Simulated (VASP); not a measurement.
BN, 4 atoms in the cell. It takes space group P6_3/mmc (No. 194, hexagonal). Conventional cell: a = 2.447 Å, b = 2.447 Å, c = 6.500 Å, α = 90.00°, β = 90.00°, γ = 120.00°. Within 1.9 Å of N (site symmetry -6m2) lie 3 B at 1.41 Å. B (site symmetry -6m2) has 3 N at 1.41 Å within 1.9 Å. 

| Property | Result |
| --- | --- |
| Program | VASP 6.6.1 |
| Task | single point |
| Functional | r2SCAN |
| Dispersion | D4 |
| Potentials or basis | VASP PAW PBE potentials, release 64 (N, B) |
| Cutoff | 520 eV |
| k mesh | 12 × 12 × 4 |
| Occupations | fermi-dirac, width 0.05 eV |
| Spin | no spin polarisation |
| Dipole correction | no |
| Further INCAR settings | ALGO = Normal; EDIFF = 1e-06; NBANDS = 16 |

Potentials or basis: VASP PAW PBE potentials, release 64 (N, B).

Command:

```console
$ cat potpaw_PBE.64/N/POTCAR potpaw_PBE.64/B/POTCAR > POTCAR
$ cp INCAR.step1 INCAR
$ mpirun -np 1 vasp_std > vasp.out
$ cp INCAR.step2 INCAR
$ mpirun -np 1 vasp_std > vasp.out
```

Hardware: 1 thread of Intel(R) Xeon(R) Platinum 8488C (Sapphire Rapids), on a shared host.

Estimate the wall time of this run.

Run time: 65 s on 1 thread of Intel(R) Xeon(R) Platinum 8488C (Sapphire Rapids), with other jobs on the host, peak memory 0.15 GiB. Counts: k points 57.
